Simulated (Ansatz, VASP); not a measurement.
**One calculation of Cl, two programs**

```
CELL_PARAMETERS angstrom
2.05735 -3.04947 0.00710
2.05735 3.04947 0.00710
-1.30707 0.00000 1.92344
ATOMIC_POSITIONS crystal
Cl 0.50000 0.50000 0.50000
```

Alike in both runs: task single point; functional PBEsol; k mesh 14 × 14 × 22; occupations gaussian, width 0.1 eV; no spin polarisation.

|  | VASP | Ansatz |
| --- | --- | --- |
| version | VASP 6.6.1 | Ansatz 0.2.0 |
| potentials or method | VASP PAW PBE potentials, release 64 (Cl), cutoff 520 eV | scalar-relativistic, plane waves, PAW |
| valence electrons in the cell | 7 | 7 |

Ansatz gave:

```
gap on the k mesh at the Fermi level (eV)                     : none
pressure (GPa)                                                : -2.0
traceless stress, the component that is largest in VASP (GPa) : 3.43
```

**Question.** What did VASP give for the same quantities?

**Answer.** gap on the k mesh at the Fermi level (eV): none; pressure (GPa): -2.1; traceless stress, the component that is largest in VASP (GPa): 3.45.

VASP's potentials were made for PBE, not for PBEsol. A gap of «none» marks a metal or a gap that the smearing closes. With one functional, cell and mesh, what is left measures potentials, basis and numerics.
